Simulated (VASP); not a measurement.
# Co3Si4Ni (R3) in VASP: single point with LDA

Aim: the single point of Co3Si4Ni with LDA.

Program: VASP 6.6.1. These are calculated values, not measurements. Logs are shortened: lines on timing, memory, paths and dates and some standing lists are left out, and cuts for length are marked.

### 1 The cell of the first run

It takes space group R3 (No. 146, trigonal). Conventional cell: a = 6.279 Å, b = 6.279 Å, c = 7.728 Å, α = 90.00°, β = 90.00°, γ = 120.00°. Co (site symmetry 1) has 7 Si at 2.32 to 2.44 Å and 2 Ni at 2.71 to 2.74 Å and 4 Co at 2.73 to 2.76 Å within 3.1 Å. Within 3.1 Å of Si (site symmetry 1) lie 5 Co at 2.32 to 2.44 Å and 2 Ni at 2.35 to 2.44 Å and 6 Si at 2.72 to 2.77 Å. Within 3.1 Å of Si (site symmetry 3) lie 6 Co at 2.36 to 2.43 Å and 1 Ni at 2.36 Å and 6 Si at 2.72 to 2.77 Å. Ni (site symmetry 3) has 7 Si at 2.35 to 2.44 Å and 6 Co at 2.71 to 2.74 Å within 3.1 Å.

### 2 Single point, LDA

POSCAR reads:

```
Co3Si4Ni
1.0
    3.1394939620      1.8125876841      2.5759773632
   -3.1394939620      1.8125876841      2.5759773632
    0.0000000000     -3.6251753681      2.5759773633
Co Si Ni
3 4 1
Direct
    0.6437596003      0.1495380955      0.8555232334
    0.8555232334      0.6437596003      0.1495380955
    0.1495380955      0.8555232334      0.6437596003
    0.3445623067      0.8425564199      0.1524003696
    0.6587213740      0.6587213740      0.6587213740
    0.1524003696      0.3445623067      0.8425564199
    0.8425564199      0.1524003696      0.3445623067
    0.3529386007      0.3529386007      0.3529386007
```

INCAR.step1 reads:

```
SYSTEM = Co3Si4Ni
PREC = Accurate
ENCUT = 520
EDIFF = 1E-7
ISMEAR = 0
SIGMA = 0.1
LREAL = .FALSE.
LASPH = .TRUE.
NELM = 100
ALGO = Fast
ISIF = 2
LWAVE = .FALSE.
LCHARG = .TRUE.
LMAXMIX = 4
NBANDS = 36
```

KPOINTS.step1 reads:

```
regular mesh
0
G
  12 12 12
  0 0 0
```

INCAR.step2 reads:

```
SYSTEM = Co3Si4Ni
PREC = Accurate
ENCUT = 520
EDIFF = 1E-7
ISMEAR = -5
SIGMA = 0.1
LREAL = .FALSE.
LASPH = .TRUE.
NELM = 100
ALGO = Fast
ISIF = 2
LWAVE = .FALSE.
LCHARG = .FALSE.
LMAXMIX = 4
LORBIT = 10
NBANDS = 36
NEDOS = 2001
ICHARG = 11
```

KPOINTS.step2 reads:

```
regular mesh
0
G
  18 18 18
  0 0 0
```

Potentials or basis: VASP PAW LDA potentials, release 64 (Co, Si, Ni).

Started as:

```sh
> cat potpaw_LDA.64/Co/POTCAR potpaw_LDA.64/Si/POTCAR potpaw_LDA.64/Ni/POTCAR > POTCAR
> cp INCAR.step1 INCAR
> cp KPOINTS.step1 KPOINTS
> mpirun -np 1 vasp_std > vasp.out
> cp INCAR.step2 INCAR
> cp KPOINTS.step2 KPOINTS
> mpirun -np 1 vasp_std > vasp.out
```

OUTCAR:

```text
SYSTEM = Co3Si4Ni
   PREC = Accurate
   ENCUT = 520
   EDIFF = 1E-7
   ISMEAR = -5
   LREAL = .FALSE.
   LASPH = .TRUE.
   NELM = 100
   ISIF = 2
   LORBIT = 10
   ICHARG = 11

 ion  position               nearest neighbor table
   1  0.644  0.150  0.856-   4 2.32   6 2.35   7 2.35   5 2.36   6 2.43   5 2.43   7 2.44   8 2.71
                             3 2.73   2 2.73   8 2.74   2 2.76   3 2.76
   2  0.856  0.644  0.150-   6 2.32   7 2.35   4 2.35   5 2.36   7 2.43   5 2.43   4 2.44   8 2.71
                             1 2.73   3 2.73   8 2.74   3 2.76   1 2.76
   3  0.150  0.856  0.644-   7 2.32   4 2.35   6 2.35   5 2.36   4 2.43   5 2.43   6 2.44   8 2.71
                             1 2.73   2 2.73   8 2.74   2 2.76   1 2.76
   4  0.345  0.843  0.152-   1 2.32   3 2.35   2 2.35   8 2.35   3 2.43   2 2.44   8 2.44   5 2.72
                             7 2.75   6 2.75   6 2.75   7 2.75   5 2.77
   5  0.659  0.659  0.659-   3 2.36   2 2.36   1 2.36   8 2.36   1 2.43   2 2.43   3 2.43   7 2.72
                             4 2.72   6 2.72   6 2.77   4 2.77   7 2.77
   6  0.152  0.345  0.843-   2 2.32   1 2.35   3 2.35   8 2.35   1 2.43   3 2.44   8 2.44   5 2.72
                             4 2.75   7 2.75   7 2.75   4 2.75   5 2.77
   7  0.843  0.152  0.345-   3 2.32   2 2.35   1 2.35   8 2.35   2 2.43   1 2.44   8 2.44   5 2.72
                             4 2.75   6 2.75   6 2.75   4 2.75   5 2.77
   8  0.353  0.353  0.353-   6 2.35   4 2.35   7 2.35   5 2.36   7 2.44   4 2.44   6 2.44   3 2.71
                             1 2.71   2 2.71   2 2.74   1 2.74   3 2.74

  LATTYP: Found a trigonal (rhomboedric) cell.
 ALAT       =     4.4471964006
 COS(alpha) =     0.0032719488

  Lattice vectors:

 A1 = (   3.1394939620,   1.8125876841,   2.5759773632)
 A2 = (  -3.1394939620,   1.8125876841,   2.5759773632)
 A3 = (   0.0000000000,  -3.6251753681,   2.5759773633)

Analysis of symmetry for initial positions (statically):
=====================================================================
 Subroutine PRICEL returns:
 Original cell was already a primitive cell.

 Routine SETGRP: Setting up the symmetry group for a
 trigonal (rhombohedral) supercell.

 Subroutine GETGRP returns: Found  3 space group operations
 (whereof  3 operations were pure point group operations)
 out of a pool of 12 trial point group operations.

The static configuration has the point symmetry C_3 .

Analysis of symmetry for dynamics (positions and initial velocities):
=====================================================================
 Subroutine PRICEL returns:
 Original cell was already a primitive cell.

 Routine SETGRP: Setting up the symmetry group for a
 trigonal (rhombohedral) supercell.

 Subroutine GETGRP returns: Found  3 space group operations
 (whereof  3 operations were pure point group operations)
 out of a pool of 12 trial point group operations.

The dynamic configuration has the point symmetry C_3 .

 Subroutine INISYM returns: Found  3 space group operations
 (whereof  3 operations are pure point group operations),
 and found     1 'primitive' translations

----------------------------------------------------------------------------------------

                                     Primitive cell

  volume of cell :      87.9533

  direct lattice vectors                    reciprocal lattice vectors
     3.139493962  1.812587684  2.575977363     0.159261335  0.091949575  0.129400723
    -3.139493962  1.812587684  2.575977363    -0.159261335  0.091949575  0.129400723
     0.000000000 -3.625175368  2.575977363     0.000000000 -0.183899149  0.129400723

  length of vectors
     4.447196401  4.447196401  4.447196401     0.224863168  0.224863168  0.224863168

  position of ions in fractional coordinates (direct lattice)
     0.643759600  0.149538095  0.855523233
     0.855523233  0.643759600  0.149538095
     0.149538095  0.855523233  0.643759600
     0.344562307  0.842556420  0.152400370
     0.658721374  0.658721374  0.658721374
     0.152400370  0.344562307  0.842556420
     0.842556420  0.152400370  0.344562307
     0.352938601  0.352938601  0.352938601

  ion indices of the primitive-cell ions
   primitive index   ion index
                 1           1
                 2           2
                 3           3
                 4           4
                 5           5
                 6           6
                 7           7
                 8           8

----------------------------------------------------------------------------------------

 KPOINTS: regular mesh

[... 24 lines left out ...]
 Following reciprocal coordinates:
            Coordinates               Weight
  0.000000  0.000000  0.000000      1.000000
  0.055556  0.000000  0.000000      6.000000
  0.111111  0.000000  0.000000      6.000000
  0.166667  0.000000 -0.000000      6.000000
  0.222222  0.000000 -0.000000      6.000000
  0.277778  0.000000  0.000000      6.000000
[... 16 lines left out ...]
 -0.388889  0.000000 -0.055556      6.000000
  0.444444  0.055556 -0.000000      6.000000
 [... further k-points ...]
   k-points           NKPTS =    980   k-points in BZ     NKDIM =    980   number of bands    NBANDS=     36
   number of dos      NEDOS =   2001   number of ions     NIONS =      8
   total plane-waves  NPLWV =  46656
   dimension x,y,z NGX =    36 NGY =   36 NGZ =   36
   dimension x,y,z NGXF=    72 NGYF=   72 NGZF=   72
   ions per type =               3   4   1
   NGX,Y,Z   is equivalent  to a cutoff of  13.46, 13.46, 13.46 a.u.
   NGXF,Y,Z  is equivalent  to a cutoff of  26.92, 26.92, 26.92 a.u.
 SYSTEM =  Co3Si4Ni
   PREC   = accura    normal or accurate (medium, high low for compatibility)
   ISTART =      0    job   : 0-new  1-cont  2-samecut
   ICHARG =     11    charge: 1-file 2-atom 10-const
   ISPIN  =      1    spin polarized calculation?
   LNONCOLLINEAR =      F non collinear calculations
   LSORBIT =      F    spin-orbit coupling
   LASPH  =      T    aspherical Exc in radial PAW
   ENCUT  =  520.0 eV  38.22 Ry    6.18 a.u.   8.27  8.27  8.27*2*pi/ulx,y,z
   NELM   =    100;   NELMIN=  2; NELMDL=  0     # of ELM steps
   EDIFF  = 0.1E-06   stopping-criterion for ELM
   LREAL  =      F    real-space projection
   EDIFFG = 0.1E-05   stopping-criterion for IOM
   NSW    =      0    number of steps for IOM
   IBRION =     -1    ionic relax: 0-MD 1-quasi-New 2-CG
   NFREE  =      0    steps in history (QN), initial steepest desc. (CG)
   ISIF   =      2    stress and relaxation
   ISYM   =      2    0-nonsym 1-usesym 2-fastsym
   POTIM  = 0.5000    time-step for ionic-motion
   TEBEG  =    0.0;   TEEND  =   0.0 temperature during run
   PSTRESS=    0.0 pullay stress
   NELECT =      53.0000    total number of electrons
   NUPDOWN=      -1.0000    fix difference up-down
   EMIN   =  10.00;   EMAX   =-10.00  energy-range for DOS
   EFERMI =   0.00;   METHOD = LEGACY
   ISMEAR =    -5;   SIGMA  =   0.10  broadening in eV -4-tet -1-fermi 0-gaus
   EFERMI_NEDOS =   21; number of points for ismear=-14 and -15
   IALGO  =     68    algorithm
   IMIX   =      4    mixing-type and parameters
     AMIX     =   0.40;   BMIX     =  1.00
     AMIX_MAG =   1.60;   BMIX_MAG =  1.00
  volume/ion in A,a.u.               =      10.99        74.19
  Fermi-wavevector in a.u.,A,eV,Ry     =   1.382768  2.613053 26.015001  1.912049
  Thomas-Fermi vector in A             =   2.507429
   LORBIT       =     10    0 simple, 1 ext, 2 COOP (PROOUT), +10 PAW based schemes
   GGA     = CA    functional components
   LHFCALC =     F    Hartree Fock is set to
   AEXX    =    0.0000 exact exchange contribution
   IVDW    =     0    specifies the selected vdW correction
   LEPSILON=     F    determine dielectric tensor
   LRPA    =     F    only Hartree local field effects (RPA)
 non-spin polarized calculation
 RMM-DIIS sequential band-by-band and
 Fermi weights with tetrahedron method with Bloechl corrections
  energy-cutoff  :      520.00
  volume of cell :       87.95
 maximum number of plane-waves:      2393
 NGX is ok and might be reduce to    36

 number of electron      53.0000017 magnetization

 Free energy of the ion-electron system (eV)
  ---------------------------------------------------
  ext. energy  EPLUGINS =         0.00000000
  ---------------------------------------------------
  free energy    TOTEN  =       -60.49211131 eV

  energy without entropy =      -60.49211131  energy(sigma->0) =      -60.49211131

 E-fermi :  12.1558     XC(G=0): -12.9879

 val. band max:       12.1583906889   @ k =  -0.3889   0.5000   0.1111
 cond. band min:      12.1391542146   @ k =  -0.4444   0.4444   0.1667
 fundamental gap:     -0.0192364744
 Fermi energy:        12.1558458976

 k-point     1 :       0.0000    0.0000    0.0000
  band No.  band energies     occupation
      1      -1.8095      2.00000
      2       3.6343      2.00000
      3       3.6343      2.00000
      4       3.6579      2.00000
      5       6.2404      2.00000
      6       6.3023      2.00000
[... 925 lines left out ...]
     35      16.3109      0.00000
     36      16.9471      0.00000

 [... further k-points ...]

------------------------ aborting loop because EDIFF is reached ----------------------------------------

  FORCE on cell =-STRESS in cart. coord.  units (eV):
  Direction    XX          YY          ZZ          XY          YZ          ZX
  --------------------------------------------------------------------------------------
  -------------------------------------------------------------------------------------
  Total       -6.4493038     -6.4493038     -6.4329689      0.0000000      0.0000000      0.0000000
  in kB     -117.4820310   -117.4820310   -117.1844715      0.0000001      0.0000000      0.0000000
  external PRESSURE =    -117.3828445 kB  Pullay stress =       0.0000000 kB

 VOLUME and BASIS-vectors are now :
 -----------------------------------------------------------------------------
  energy-cutoff  :      520.00
  volume of cell :       87.95
      direct lattice vectors                 reciprocal lattice vectors
     3.139493962  1.812587684  2.575977363     0.159261335  0.091949575  0.129400723
    -3.139493962  1.812587684  2.575977363    -0.159261335  0.091949575  0.129400723
     0.000000000 -3.625175368  2.575977363     0.000000000 -0.183899149  0.129400723

 POSITION                                       TOTAL-FORCE (eV/Angst)
 -----------------------------------------------------------------------------------
      1.55161     -1.66350      4.24733        -0.007455     -0.061159     -0.017954
      0.66483      2.17548      4.24733         0.056693      0.024123     -0.017954
     -2.21644     -0.51198      4.24733        -0.049238      0.037036     -0.017954
     -1.56345      1.59928      3.45057         0.000896     -0.061292     -0.028503
      0.00000      0.00000      5.09055         0.000000      0.000000      0.088825
     -0.60329     -2.15363      3.45057         0.052633      0.031422     -0.028503
      2.16674      0.55435      3.45057        -0.053528      0.029870     -0.028503
      0.00000      0.00000      2.72749         0.000000      0.000000      0.050547
 -----------------------------------------------------------------------------------
    total drift:                                0.000000     -0.000000     -0.000159

  FREE ENERGIE OF THE ION-ELECTRON SYSTEM (eV)
  ---------------------------------------------------
  free  energy   TOTEN  =       -60.4921113057 eV

  energy  without entropy=      -60.4921113057  energy(sigma->0) =      -60.49211131

 total charge

# of ion       s       p       d       tot
------------------------------------------
    1        0.433   0.602   7.589   8.624
    2        0.433   0.602   7.589   8.624
    3        0.433   0.602   7.589   8.624
    4        0.734   0.879   0.000   1.613
    5        0.728   0.881   0.000   1.608
    6        0.734   0.879   0.000   1.613
    7        0.734   0.879   0.000   1.613
    8        0.476   0.645   8.520   9.640
--------------------------------------------------
tot          4.703   5.968  31.288  41.958
```

Wall time 61 min (1 thread of Oxide Virtual Turin-like, shared host); peak memory 2.3 GiB.

Results:

- Valence electrons inside the program's atomic spheres: Co 8.62; Si 1.61; Ni 9.64

Caveat: the run has no spin polarisation, though such a crystal can be magnetic; tetrahedron occupations give inexact forces and stress in metals. Spin polarisation is off, so any magnetic state and its effect on volume and gap are missing.
